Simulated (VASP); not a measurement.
# ZnSe (gw) (F-43m) in VASP: further runs

The runs below take ZnSe (gw) through single point, with PBEsol.

All numbers are computed with VASP 6.6.1; they aren't measurements. Logs are shortened: lines on timing, memory, paths and dates and some standing lists are left out, and cuts for length are marked.

## Step 1: The cell of the first run

It takes space group F-43m (No. 216, cubic). Conventional cell: a = 5.577 Å, b = 5.577 Å, c = 5.577 Å, α = 90.00°, β = 90.00°, γ = 90.00°. Within 3.2 Å of Zn (site symmetry -43m) lie 4 Se at 2.41 Å. Se (site symmetry -43m) has 4 Zn at 2.41 Å within 3.2 Å.

## Step 2: Single point, PBEsol

INCAR reads:

```
SYSTEM = ZnSe
PREC = Accurate
ENCUT = 500
EDIFF = 1E-6
ISMEAR = 0
SIGMA = 0.01
LREAL = .False.
LASPH = .True.
NELM = 120
ALGO = Normal
ISIF = 2
LWAVE = .False.
LCHARG = .True.
GGA = PS
LELF = .True.
LVHAR = .True.
NBANDS = 16
GGA_COMPAT = .False.
```

KPOINTS reads:

```
regular mesh
0
Gamma
  4 4 4
  0 0 0
```

POSCAR reads:

```
ZnSe
1.0
    0.0000000000      2.7885351440      2.7885351440
    2.7885351440      0.0000000000      2.7885351440
    2.7885351440      2.7885351440      0.0000000000
Zn Se
1 1
Direct
    0.0000000000      0.0000000000      0.0000000000
    0.2500000000      0.2500000000      0.2500000000
```

Potentials or basis: VASP PAW PBE potentials, release 64 (Zn, Se).

The run is started by

```
$ cat potpaw_PBE.64/Zn/POTCAR potpaw_PBE.64/Se/POTCAR > POTCAR
$ mpirun -np 1 vasp_std > vasp.out
```

OUTCAR:

```text
SYSTEM = ZnSe
   PREC = Accurate
   ENCUT = 500
   EDIFF = 1E-6
   ISMEAR = 0
   LREAL = .False.
   LASPH = .True.
   NELM = 120
   ISIF = 2
   GGA = PS

 ion  position               nearest neighbor table
   1  0.000  0.000  0.000-   2 2.41   2 2.41   2 2.41   2 2.41
   2  0.250  0.250  0.250-   1 2.41   1 2.41   1 2.41   1 2.41

  LATTYP: Found a face centered cubic cell.
 ALAT       =     5.5770702880

  Lattice vectors:

 A1 = (   0.0000000000,   2.7885351440,   2.7885351440)
 A2 = (   2.7885351440,   0.0000000000,   2.7885351440)
 A3 = (   2.7885351440,   2.7885351440,   0.0000000000)

Analysis of symmetry for initial positions (statically):
=====================================================================
 Subroutine PRICEL returns:
 Original cell was already a primitive cell.

 Routine SETGRP: Setting up the symmetry group for a
 face centered cubic supercell.

 Subroutine GETGRP returns: Found 24 space group operations
 (whereof 24 operations were pure point group operations)
 out of a pool of 48 trial point group operations.

The static configuration has the point symmetry T_d .

Analysis of symmetry for dynamics (positions and initial velocities):
=====================================================================
 Subroutine PRICEL returns:
 Original cell was already a primitive cell.

 Routine SETGRP: Setting up the symmetry group for a
 face centered cubic supercell.

 Subroutine GETGRP returns: Found 24 space group operations
 (whereof 24 operations were pure point group operations)
 out of a pool of 48 trial point group operations.

The dynamic configuration has the point symmetry T_d .

 Subroutine INISYM returns: Found 24 space group operations
 (whereof 24 operations are pure point group operations),
 and found     1 'primitive' translations

----------------------------------------------------------------------------------------

                                     Primitive cell

  volume of cell :      43.3669

  direct lattice vectors                    reciprocal lattice vectors
     0.000000000  2.788535144  2.788535144    -0.179305612  0.179305612  0.179305612
     2.788535144  0.000000000  2.788535144     0.179305612 -0.179305612  0.179305612
     2.788535144  2.788535144  0.000000000     0.179305612  0.179305612 -0.179305612

  length of vectors
     3.943584220  3.943584220  3.943584220     0.310566430  0.310566430  0.310566430

  position of ions in fractional coordinates (direct lattice)
     0.000000000  0.000000000  0.000000000
     0.250000000  0.250000000  0.250000000

  ion indices of the primitive-cell ions
   primitive index   ion index
                 1           1
                 2           2

----------------------------------------------------------------------------------------

 KPOINTS: regular mesh

Automatic generation of k-mesh.
 Grid dimensions read from file:
 generate k-points for:    4    4    4

 Generating k-lattice:

  Cartesian coordinates                     Fractional coordinates (reciprocal lattice)
    -0.044826403  0.044826403  0.044826403     0.250000000  0.000000000  0.000000000
     0.044826403 -0.044826403  0.044826403     0.000000000  0.250000000  0.000000000
     0.044826403  0.044826403 -0.044826403     0.000000000  0.000000000  0.250000000

  Length of vectors
     0.077641607  0.077641607  0.077641607

  Shift w.r.t. Gamma in fractional coordinates (k-lattice)
     0.000000000  0.000000000  0.000000000

 Subroutine IBZKPT returns following result:
 ===========================================

 Found      8 irreducible k-points:

 Following reciprocal coordinates:
            Coordinates               Weight
  0.000000  0.000000  0.000000      1.000000
  0.250000  0.000000  0.000000      8.000000
  0.500000  0.000000  0.000000      4.000000
  0.250000  0.250000  0.000000      6.000000
  0.500000  0.250000  0.000000     24.000000
 -0.250000  0.250000  0.000000     12.000000
  0.500000  0.500000  0.000000      3.000000
 -0.250000  0.500000  0.250000      6.000000
   k-points           NKPTS =      8   k-points in BZ     NKDIM =      8   number of bands    NBANDS=     16
   number of dos      NEDOS =    301   number of ions     NIONS =      2
   total plane-waves  NPLWV =  27000
   dimension x,y,z NGX =    30 NGY =   30 NGZ =   30
   dimension x,y,z NGXF=    60 NGYF=   60 NGZF=   60
   ions per type =               1   1
   NGX,Y,Z   is equivalent  to a cutoff of  12.65, 12.65, 12.65 a.u.
   NGXF,Y,Z  is equivalent  to a cutoff of  25.29, 25.29, 25.29 a.u.
 SYSTEM =  ZnSe
   PREC   = accura    normal or accurate (medium, high low for compatibility)
   ISTART =      0    job   : 0-new  1-cont  2-samecut
   ICHARG =      2    charge: 1-file 2-atom 10-const
   ISPIN  =      1    spin polarized calculation?
   LNONCOLLINEAR =      F non collinear calculations
   LSORBIT =      F    spin-orbit coupling
   LASPH  =      T    aspherical Exc in radial PAW
   ENCUT  =  500.0 eV  36.75 Ry    6.06 a.u.   7.19  7.19  7.19*2*pi/ulx,y,z
   NELM   =    120;   NELMIN=  2; NELMDL= -5     # of ELM steps
   EDIFF  = 0.1E-05   stopping-criterion for ELM
   LREAL  =      F    real-space projection
   EDIFFG = 0.1E-04   stopping-criterion for IOM
   NSW    =      0    number of steps for IOM
   IBRION =     -1    ionic relax: 0-MD 1-quasi-New 2-CG
   NFREE  =      0    steps in history (QN), initial steepest desc. (CG)
   ISIF   =      2    stress and relaxation
   ISYM   =      2    0-nonsym 1-usesym 2-fastsym
   POTIM  = 0.5000    time-step for ionic-motion
   TEBEG  =    0.0;   TEEND  =   0.0 temperature during run
   PSTRESS=    0.0 pullay stress
   NELECT =      18.0000    total number of electrons
   NUPDOWN=      -1.0000    fix difference up-down
   EMIN   =  10.00;   EMAX   =-10.00  energy-range for DOS
   EFERMI =   0.00;   METHOD = LEGACY
   ISMEAR =     0;   SIGMA  =   0.01  broadening in eV -4-tet -1-fermi 0-gaus
   EFERMI_NEDOS =   21; number of points for ismear=-14 and -15
   IALGO  =     38    algorithm
   IMIX   =      4    mixing-type and parameters
     AMIX     =   0.40;   BMIX     =  1.00
     AMIX_MAG =   1.60;   BMIX_MAG =  1.00
  volume/ion in A,a.u.               =      21.68       146.33
  Fermi-wavevector in a.u.,A,eV,Ry     =   1.221180  2.307695 20.290091  1.491280
  Thomas-Fermi vector in A             =   2.356371
   LORBIT       =      0    0 simple, 1 ext, 2 COOP (PROOUT), +10 PAW based schemes
   GGA     = PS    functional components
   LHFCALC =     F    Hartree Fock is set to
   AEXX    =    0.0000 exact exchange contribution
   IVDW    =     0    specifies the selected vdW correction
   LEPSILON=     F    determine dielectric tensor
   LRPA    =     F    only Hartree local field effects (RPA)
 non-spin polarized calculation
 Gauss-broadening in eV      SIGMA  =   0.01
  energy-cutoff  :      500.00
  volume of cell :       43.37
 maximum number of plane-waves:      1124
 NGX is ok and might be reduce to    30
   NGX = 15   NGY = 15   NGZ = 15

 number of electron      17.9999984 magnetization

 Free energy of the ion-electron system (eV)
  ---------------------------------------------------
  ext. energy  EPLUGINS =         0.00000000
  ---------------------------------------------------
  free energy    TOTEN  =        -6.68550799 eV

  energy without entropy =       -6.68550799  energy(sigma->0) =       -6.68550799

 E-fermi :   2.0453     XC(G=0):  -9.7343

 val. band max:        1.9475311655   @ k =   0.0000   0.0000   0.0000
 cond. band min:       3.2988823787   @ k =   0.0000   0.0000   0.0000
 fundamental gap:      1.3513512132
 Fermi energy:         2.0453476083

 k-point     1 :       0.0000    0.0000    0.0000
  band No.  band energies     occupation
      1     -11.6589      2.00000
      2      -4.8295      2.00000
      3      -4.8295      2.00000
      4      -4.8295      2.00000
      5      -4.4161      2.00000
      6      -4.4161      2.00000
[... 8 lines left out ...]
     15      13.4582      0.00000
     16      13.4582      0.00000

 k-point     2 :       0.2500    0.0000    0.0000
  band No.  band energies     occupation
      1     -11.2552      2.00000
      2      -4.7803      2.00000
      3      -4.7731      2.00000
      4      -4.7731      2.00000
      5      -4.4163      2.00000
      6      -4.4163      2.00000
[... 8 lines left out ...]
     15      12.3484      0.00000
     16      12.5376      0.00000

 k-point     3 :       0.5000    0.0000    0.0000
  band No.  band energies     occupation
      1     -10.7705      2.00000
      2      -4.7328      2.00000
      3      -4.7328      2.00000
      4      -4.3950      2.00000
      5      -4.3950      2.00000
      6      -4.2390      2.00000
[... 8 lines left out ...]
     15      15.1791      0.00000
     16      15.1791      0.00000

 k-point     4 :       0.2500    0.2500    0.0000
  band No.  band energies     occupation
      1     -11.1193      2.00000
      2      -4.8640      2.00000
      3      -4.7063      2.00000
      4      -4.7063      2.00000
      5      -4.4474      2.00000
      6      -4.3885      2.00000
[... 8 lines left out ...]
     15      14.3474      0.00000
     16      15.8816      0.00000

 k-point     5 :       0.5000    0.2500    0.0000
  band No.  band energies     occupation
      1     -10.6302      2.00000
      2      -4.7532      2.00000
      3      -4.6404      2.00000
      4      -4.5410      2.00000
      5      -4.3852      2.00000
      6      -4.2658      2.00000
[... 8 lines left out ...]
     15      15.3548      0.00000
     16      16.2145      0.00000

 k-point     6 :      -0.2500    0.2500    0.0000
  band No.  band energies     occupation
      1     -10.7948      2.00000
      2      -4.7246      2.00000
      3      -4.6985      2.00000
      4      -4.5752      2.00000
      5      -4.4305      2.00000
      6      -4.3641      2.00000
[... 8 lines left out ...]
     15      14.0463      0.00000
     16      16.2375      0.00000

 k-point     7 :       0.5000    0.5000    0.0000
  band No.  band energies     occupation
      1     -10.4674      2.00000
      2      -4.8375      2.00000
      3      -4.5449      2.00000
      4      -4.5449      2.00000
      5      -4.3609      2.00000
      6      -4.2194      2.00000
[... 8 lines left out ...]
     15      16.0112      0.00000
     16      16.5247      0.00000

 k-point     8 :      -0.2500    0.5000    0.2500
  band No.  band energies     occupation
      1     -10.4614      2.00000
      2      -4.7140      2.00000
      3      -4.5968      2.00000
      4      -4.4616      2.00000
      5      -4.4491      2.00000
      6      -4.0718      2.00000
[... 8 lines left out ...]
     15      15.9385      0.00000
     16      16.1656      0.00000

------------------------ aborting loop because EDIFF is reached ----------------------------------------

  FORCE on cell =-STRESS in cart. coord.  units (eV):
  Direction    XX          YY          ZZ          XY          YZ          ZX
  --------------------------------------------------------------------------------------
  -------------------------------------------------------------------------------------
  Total        0.7596005      0.7596005      0.7596005     -0.0000000      0.0000000     -0.0000000
  in kB       28.0632171     28.0632171     28.0632171     -0.0000000      0.0000000     -0.0000000
  external PRESSURE =      28.0632171 kB  Pullay stress =       0.0000000 kB

 VOLUME and BASIS-vectors are now :
 -----------------------------------------------------------------------------
  energy-cutoff  :      500.00
  volume of cell :       43.37
      direct lattice vectors                 reciprocal lattice vectors
     0.000000000  2.788535144  2.788535144    -0.179305612  0.179305612  0.179305612
     2.788535144  0.000000000  2.788535144     0.179305612 -0.179305612  0.179305612
     2.788535144  2.788535144  0.000000000     0.179305612  0.179305612 -0.179305612

 POSITION                                       TOTAL-FORCE (eV/Angst)
 -----------------------------------------------------------------------------------
      0.00000      0.00000      0.00000         0.000000     -0.000000     -0.000000
      1.39427      1.39427      1.39427        -0.000000      0.000000      0.000000
 -----------------------------------------------------------------------------------
    total drift:                                0.000000      0.000000      0.000000

  FREE ENERGIE OF THE ION-ELECTRON SYSTEM (eV)
  ---------------------------------------------------
  free  energy   TOTEN  =        -6.6855079893 eV

  energy  without entropy=       -6.6855079893  energy(sigma->0) =       -6.68550799
```

Wall time 14 s (1 thread of Intel Xeon 8259CL, shared host); peak memory 0.16 GiB.

Results:

```
Free energy            : -6.6855 eV
Pressure               : 2.8 GPa
Band gap on the k mesh : 1.35 eV, direct
```

Caveat: the k points lie up to 0.49 Å⁻¹ apart; the PAW data sets were made with another functional, which shifts forces and pressure a little.

## Step 3: Single point, PBEsol

INCAR reads:

```
ALGO = Normal ; EDIFF = 1E-6
ENCUT = 500 ; GGA = PS
GGA_COMPAT = False ; ISIF = 2
ISMEAR = 0 ; LASPH = True
LCHARG = False ; LREAL = False
LWAVE = False ; NBANDS = 16
NELM = 120 ; PREC = Accurate
SIGMA = 0.01
```

KPOINTS reads:

```
k-points
0
Gamma
  4 4 4
```

POSCAR is that of step 2.

Potentials or basis: VASP PAW PBE potentials, release 64 (Zn, Se).

The run is started by

```
$ cat potpaw_PBE.64/Zn/POTCAR potpaw_PBE.64/Se/POTCAR > POTCAR
$ mpirun -np 1 vasp_std > vasp.out
```

It took 15 s on 1 thread of Intel Xeon 8259CL, shared host; peak memory 0.16 GiB.

It converged, with:

```yaml
Free_energy: -6.6855 eV
Pressure: 2.8 GPa
Band_gap_on_the_k_mesh: 1.35 eV, direct
```

Levels at points of the mesh, in eV from the valence-band top:
```csv
k point,band 7,band 8,band 9,band 10,band 11,band 12
"(0.00, 0.00, 0.00)",0.00,0.00,0.00,1.35,5.69,5.69
"(0.50, 0.00, 0.00)",-5.62,-0.95,-0.95,2.51,6.27,6.27
"(0.50, 0.50, 0.00)",-5.02,-2.40,-2.40,2.70,3.34,10.97
```

Caveat: the k points lie up to 0.49 Å⁻¹ apart; the PAW data sets were made with another functional, which shifts forces and pressure a little.
